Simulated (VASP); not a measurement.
A run of VASP 6.6.1 is set up as follows.

The input INCAR:

```
SYSTEM = Ga
PREC = Accurate
ENCUT = 500
EDIFF = 1E-6
ISMEAR = 0
SIGMA = 0.1
LREAL = .FALSE.
LASPH = .TRUE.
NELM = 120
ALGO = Normal
ISIF = 2
LWAVE = .FALSE.
LCHARG = .TRUE.
GGA = PE
LELF = .TRUE.
LVHAR = .TRUE.
NBANDS = 12
GGA_COMPAT = .FALSE.
```

KPOINTS

```
regular mesh
0
G
  9 9 6
  0 0 0
```

File POSCAR:

```
Ga
1.0
    2.8879143029      0.0000000000      0.0000000000
   -1.4439571514      2.5010071502      0.0000000000
    0.0000000000      0.0000000000      2.6983949268
Ga
1
Direct
    0.0000000000      0.0000000000      0.0000000000
```

Potentials or basis: VASP PAW PBE potentials, release 64 (Ga_d).

The run is started by

```bash
$ cat potpaw_PBE.64/Ga_d/POTCAR > POTCAR
$ mpirun -np 1 vasp_std > vasp.out
```

Task: Estimate the pressure.

Result: 0.4 GPa.

Task: What does it give for the band gap on the k mesh?

Result: Zero (an odd number of electrons rules out a gap without spin polarisation).

Stress tensor (GPa, compression positive):
```
-1.89  0.00  0.00
 0.00 -1.89  0.00
 0.00  0.00  4.89
```

Caveat: the k points lie up to 0.39 Å⁻¹ apart, too coarse for converged energies and pressures of a metal.
